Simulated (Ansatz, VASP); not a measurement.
## Two plane-wave programs on Ti3C2F2

```
Ti C F
1.0
     3.01776    0.00000    0.00000
    -1.50888    2.61345    0.00000
     0.00000    0.00000   38.12000
Ti C F
3 2 2
Cartesian
  0.0000 0.0000 12.5800
  1.5089 0.8712 15.0198
  0.0000 1.7423 10.1402
  0.0000 1.7423 13.8586
  1.5089 0.8712 11.3014
  0.0000 1.7423 16.3522
  1.5089 0.8712 8.8078
```

Alike in both runs: functional PBE; k mesh 14 × 14 × 1; occupations gaussian, width 0.05 eV; no spin polarisation.

Ansatz relaxed the structure, and its values are those at the end. VASP's run is a single point on that final structure, the one shown.

|  | VASP | Ansatz |
| --- | --- | --- |
| version | VASP 6.6.1 | Ansatz 0.2.0 |
| potentials or method | VASP PAW PBE potentials, release 64 (Ti_sv, C, F) | scalar-relativistic, plane waves, PAW |
| plane-wave cutoff (eV) | 520 | 420 |
| valence electrons in the cell | 58 | 58 |

|  | VASP | Ansatz | Ansatz less VASP |
| --- | --- | --- | --- |
| gap on the k mesh at the Fermi level (eV) | none | none | - |
| rms of the force components (eV/Å) | 0.009 | 0.000 | -0.0084 |

A gap of «none» marks a metal or a gap that the smearing closes. The functional is the same, so the differences come from potentials, cutoffs and numerics. Ansatz's warnings: slab cell height set, xc potential rough in thin density.
